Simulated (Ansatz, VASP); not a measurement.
# Two plane-wave programs on TiTe2

```
Ti Te
1.0
     5.32449    0.00000    0.00000
    -2.66225    4.61114    0.00000
     0.00000    0.00000    3.08609
Ti Te
1 2
Cartesian
  0.0000 0.0000 0.0000
  0.0000 3.0741 1.5430
  2.6622 1.5370 1.5430
```

Alike in both runs: functional PBE; k mesh 6 × 6 × 4; occupations gaussian, width 0.1 eV; no spin polarisation.

Ansatz relaxed the structure, and its values are those at the end. VASP's run is a single point on that final structure, the one shown.

```csv
,VASP,Ansatz
version,VASP 6.6.1,Ansatz 0.2.0
potentials or method,"VASP PAW PBE potentials, release 64 (Ti_sv, Te), cutoff 520 eV","scalar-relativistic, plane waves, PAW"
valence electrons in the cell,24,44
```

|  | VASP | Ansatz | Ansatz less VASP |
| --- | --- | --- | --- |
| gap on the k mesh at the Fermi level (eV) | none | none | - |
| pressure (GPa) | 0.0 | 0.0 | -0.01 |

A gap of «none» marks a metal or a gap that the smearing closes. VASP's potentials hold 24 valence electrons a cell and Ansatz's 44, so a difference there can come from the potentials and not from the codes.

The k mesh is coarse, so the values compare programs but aren't converged. Neither program's run includes spin-orbit coupling.
